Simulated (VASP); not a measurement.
## Re: single point with r2SCAN

Crystal: Re.

```
Re
1.0
     0.00000    2.08494    1.77220
     2.08494    0.00000    1.77220
     2.08494    2.08494    0.00000
Re
1
Cartesian
  0.0000 0.0000 0.0000
```

This cell differs from its parent crystal: ratio of the length along z to the lengths across it x 0.85, volume and fractional coordinates fixed.

```yaml
Program: VASP 6.6.1
Task: single point
Functional: r2SCAN
Potentials_or_basis: VASP PAW PBE potentials, release 64 (Re)
Cutoff: 520 eV
k_mesh: 22 × 22 × 22
Occupations: gaussian, width 0.15 eV
Spin: no spin polarisation
```

| Quantity | Value |
| --- | --- |
| Pressure | -13.6 GPa |

Stress tensor (GPa, compression positive):
```
-19.24   0.00   0.00
  0.00 -19.24   0.00
  0.00   0.00  -2.46
```

Levels at points of the mesh, in eV from the Fermi level:
```tsv
k point	band 1	band 2	band 3	band 4	band 5	band 6	band 7
(0.00, 0.00, 0.00)	-10.50	-2.58	-2.58	-0.51	-0.40	2.06	14.79
(0.50, 0.00, 0.00)	-7.05	-3.44	-0.73	-0.08	2.71	4.21	9.83
(0.50, 0.50, 0.00)	-6.73	-6.26	3.52	4.09	4.09	5.01	10.44
(0.50, 0.00, 0.50)	-6.96	-5.72	1.35	2.94	3.12	4.82	11.55
```

Wall time 5 min on 1 thread of Intel(R) Xeon(R) Platinum 8488C (Sapphire Rapids), on a shared host, peak memory 0.25 GiB.

Caveat: the PAW data sets were made with another functional, which shifts forces and pressure a little; spin-orbit coupling is left out, which moves the levels of the heavy elements.
